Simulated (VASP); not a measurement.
A run of VASP 6.6.1 is set up as follows.

Contents of INCAR:

```
PREC     = Accurate       # precision mode
ENCUT    = 600            # plane-wave cutoff, eV
EDIFF    = 1E-6           # SCF threshold, eV
ISMEAR   = -1             # smearing method
SIGMA    = 0.08           # smearing width, eV
LREAL    = F              # projectors in reciprocal space
LASPH    = T              # aspherical terms in the spheres
NELM     = 80             # most SCF steps
ALGO     = Normal         # electronic algorithm
ISIF     = 3              # what is computed and relaxed
LWAVE    = F              # write WAVECAR
LCHARG   = F              # write CHGCAR
GGA      = PE             # functional
IBRION   = 2              # ionic algorithm
NSW      = 60             # ionic steps
EDIFFG   = -0.005         # ionic threshold
PSTRESS  = 1600.0
```

The input KPOINTS:

```
Automatic mesh
0
Gamma
  25 25 25
```

File POSCAR:

```
B
1.0
   -1.0186128801      1.0186128801      1.0186128801
    1.0186128801     -1.0186128801      1.0186128801
    1.0186128801      1.0186128801     -1.0186128801
B
1
Direct
    0.0000000000      0.0000000000      0.0000000000
```

Potentials or basis: VASP PAW PBE potentials, release 64 (B).

Run with:

```bash
$ cat potpaw_PBE.64/B/POTCAR > POTCAR
$ mpirun -np 1 vasp_std > vasp.out
```

Estimate the relaxed cell.

a = 1.776 Å, b = 1.776 Å, c = 1.776 Å, α = 109.47°, β = 109.47°, γ = 109.47°.

Estimate the relaxed volume.

4.31 Å³/atom.

Estimate the space group after relaxing (to 0.05 Å).

Im-3m (No. 229).

Final structure:
```yaml
crystal:
  lattice:
    - [-1.02540, 1.02540, 1.02540]
    - [1.02540, -1.02540, 1.02540]
    - [1.02540, 1.02540, -1.02540]
  atoms:
    - { symbol: B, position: [0.00000, 0.00000, 0.00000] }
```

Caveat: the cell is relaxed towards a set pressure, so the enthalpy falls and the energy may rise.
